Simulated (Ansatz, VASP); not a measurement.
## One calculation of Si5C, two programs

```
Si C
1.0
     4.52904    0.00000    0.00000
    -2.26452    3.92227    0.00000
     0.00000    0.00000    4.33050
Si C
5 1
Direct
  0.33333 0.66667 0.00000
  0.66667 0.33333 0.00000
  0.67658 0.67658 0.50000
  0.32342 0.00000 0.50000
  0.00000 0.32342 0.50000
  0.00000 0.00000 0.00000
```

Alike in both runs: task single point; functional PBE; k mesh 6 × 6 × 4; occupations gaussian, width 0.1 eV; collinear spin.

|  | VASP | Ansatz |
| --- | --- | --- |
| version | VASP 6.6.1 | Ansatz 0.2.0 |
| potentials or method | VASP PAW PBE potentials, release 64 (Si, C), cutoff 520 eV | scalar-relativistic, plane waves, PAW |
| valence electrons in the cell | 24 | 24 |

```tsv
	VASP	Ansatz	Ansatz less VASP
gap on the k mesh at the Fermi level (eV)	none	none	-
pressure (GPa)	-0.1	0.0	+0.04
traceless stress, the component that is largest in VASP (GPa)	0.29	0.28	-0.013
rms of the force components (eV/Å)	0.008	0.008	+0.0003
net moment per atom (μB)	0.00	0.00	0.000
```

Atom by atom the forces differ by 0.000 eV/Å (rms over components). A gap of «none» marks a metal or a gap that the smearing closes. With one functional, cell and mesh, what is left measures potentials, basis and numerics. Ansatz's warnings: seeded moment not kept.

The k mesh is coarse, so the values compare programs but aren't converged.
